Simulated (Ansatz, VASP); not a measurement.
Al in VASP and in Ansatz

The input INCAR:

```
SYSTEM = Al
PREC = Accurate ; ENCUT = 520
EDIFF = 1E-6 ; ISMEAR = 0
SIGMA = 0.15 ; LREAL = .FALSE.
LASPH = .TRUE. ; NELM = 100
ALGO = Normal ; ISIF = 2
LWAVE = .FALSE. ; LCHARG = .FALSE.
GGA = PE ; IVDW = 12
NBANDS = 14
```

File KPOINTS:

```
regular mesh
0
G
  18 18 6
  0 0 0
```

POSCAR

```
Al
1.0
    2.7997690932      0.0000000000      0.0000000000
   -1.3998845466      2.4246711594      0.0000000000
    0.0000000000      0.0000000000      9.3411496025
Al
4
Direct
    0.0000000000      0.0000000000      0.0000000000
    0.3333333333      0.6666666667      0.2500000000
    0.0000000000      0.0000000000      0.5000000000
    0.6666666667      0.3333333333      0.7500000000
```

Input for Ansatz:

```yaml
crystal:
  lattice:
    - [2.7997690932, 0.0, 0.0]
    - [-1.3998845466, 2.4246711594, 0.0]
    - [0.0, 0.0, 9.3411496025]
  atoms:
    - { symbol: Al, position: [0.0, 0.0, 0.0] }
    - { symbol: Al, position: [0.3333333333, 0.6666666667, 0.25] }
    - { symbol: Al, position: [0.0, 0.0, 0.5] }
    - { symbol: Al, position: [0.6666666667, 0.3333333333, 0.75] }
basis:
  ecutwfc: 420
kpoints:
  mp_grid: { grid: [18, 18, 6] }
hamiltonian:
  xc: pbe
  dispersion: d3bj
scf:
  occupations: { method: gaussian, width: 0.15 }
output:
  forces: true
  stress: true
  eigenvalues: true
```

Alike in both runs: task single point; functional PBE; dispersion D3(BJ); k mesh 18 × 18 × 6; occupations gaussian, width 0.15 eV; no spin polarisation.

```csv
,VASP,Ansatz
version,VASP 6.6.1,Ansatz 0.2.0
potentials or method,"VASP PAW PBE potentials, release 64 (Al), cutoff 520 eV","scalar-relativistic, plane waves, PAW"
valence electrons in the cell,12,12
```

Ansatz gave:

```
gap on the k mesh at the Fermi level (eV)                     : none
pressure (GPa)                                                : 0.0
traceless stress, the component that is largest in VASP (GPa) : -1.29
```

Question: Which values does VASP return?

Answer: gap on the k mesh at the Fermi level (eV): none; pressure (GPa): 0.0; traceless stress, the component that is largest in VASP (GPa): -1.28.

A gap of «none» marks a metal or a gap that the smearing closes.
